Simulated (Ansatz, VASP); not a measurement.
**Al in VASP and in Ansatz**

The input INCAR:

```
SYSTEM = Al
PREC = Accurate
ENCUT = 520
EDIFF = 1E-7
ISMEAR = -1
SIGMA = 0.1
LREAL = .FALSE.
LASPH = .TRUE.
NELM = 80
ALGO = Normal
ISIF = 2
LWAVE = .FALSE.
LCHARG = .TRUE.
GGA = PS
LELF = .TRUE.
LVHAR = .TRUE.
NBANDS = 12
```

The input KPOINTS:

```
Automatic mesh
0
G
  9 9 13
  0 0 0
```

File POSCAR:

```
Al
1.0
    4.6141444284      0.0000000000      0.0000000000
   -2.3070722142      3.9959662917      0.0000000000
    0.0000000000      0.0000000000      2.8497945905
Al
3
Direct
    0.0000000000      1.0000000000      0.0000000000
    0.3333333333      0.6666666667      0.5000000000
    0.6666666667      0.3333333333      0.5000000000
```

Input for Ansatz:

```yaml
crystal:
  lattice:
    - [4.6141444284, 0.0, 0.0]
    - [-2.3070722142, 3.9959662917, 0.0]
    - [0.0, 0.0, 2.8497945905]
  atoms:
    - { symbol: Al, position: [0.0, 1.0, 0.0] }
    - { symbol: Al, position: [0.3333333333, 0.6666666667, 0.5] }
    - { symbol: Al, position: [0.6666666667, 0.3333333333, 0.5] }
hamiltonian:
  xc: pbesol
  pseudopotentials:
    kind: paw
    azcp:
      Al: "pseudopotentials/Al.paw.azcp"
basis:
  ecutwfc: 420
  fft_grid_basis: typed
kpoints:
  mp_grid: { grid: [9, 9, 13], shift: [0, 0, 0] }
magnetization:
  spin_polarized: false
scf:
  occupations: { method: fermi_dirac, width: 0.1 }
  lower_state_search: "off"
output:
  stress: true
```

Alike in both runs: task single point; functional PBEsol; k mesh 9 × 9 × 13; occupations fermi-dirac, width 0.1 eV; no spin polarisation.

|  | VASP | Ansatz |
| --- | --- | --- |
| version | VASP 6.6.1 | Ansatz 0.2.0 |
| potentials or method | VASP PAW PBE potentials, release 64 (Al), cutoff 520 eV | plane waves (420 eV) with PAW, scalar-relativistic |
| valence electrons in the cell | 9 | 9 |

Ansatz gave:

| Quantity | Value |
| --- | --- |
| pressure (GPa) | -2.6 |
| traceless stress, the component that is largest in VASP (GPa) | -1.62 |

Problem. Estimate VASP's values.

Solution. Pressure (GPa): -2.6; traceless stress, the component that is largest in VASP (GPa): -1.63.

VASP's potentials were made for PBE, not for PBEsol, and Ansatz warns of the same on its side.
